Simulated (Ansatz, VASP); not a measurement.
**One calculation of SnO2, two programs**

```
Sn O
1.0
     4.70345    0.00000    0.00000
     0.00000    5.69517    0.00000
     0.00000    0.00000    5.20433
Sn O
4 8
Direct
  0.50000 0.66732 0.75000
  0.00000 0.83268 0.25000
  0.50000 0.33268 0.25000
  0.00000 0.16732 0.75000
  0.73102 0.60491 0.07763
  0.23102 0.89509 0.92237
  0.76898 0.89509 0.57763
  0.26898 0.60491 0.42237
  0.73102 0.39509 0.57763
  0.23102 0.10491 0.42237
  0.76898 0.10491 0.07763
  0.26898 0.39509 0.92237
```

Alike in both runs: task single point; functional LDA; k mesh 6 × 4 × 4; occupations gaussian, width 0.05 eV; no spin polarisation.

```csv
,VASP,Ansatz
version,VASP 6.6.1,Ansatz 0.2.0
potentials or method,"VASP PAW LDA potentials, release 64 (Sn_d, O), cutoff 600 eV","scalar-relativistic, plane waves, PAW"
valence electrons in the cell,104,104
```

VASP gave:

| Item | Value |
| --- | --- |
| gap on the k mesh at the Fermi level (eV) | 1.54 |
| least direct gap on the mesh (eV) | 1.54 |
| pressure (GPa) | 0.8 |
| traceless stress, the component that is largest in VASP (GPa) | 0.13 |
| rms of the force components (eV/Å) | 0.010 |

Question: Estimate Ansatz's values.

Answer: gap on the k mesh at the Fermi level (eV): 1.50; least direct gap on the mesh (eV): 1.50; pressure (GPa): 0.0; traceless stress, the component that is largest in VASP (GPa): 0.00; rms of the force components (eV/Å): 0.001.

LDA's correlation is that of Perdew and Zunger in VASP and of Perdew and Wang (1992) in Ansatz. Atom by atom the forces differ by 0.010 eV/Å (rms over components).
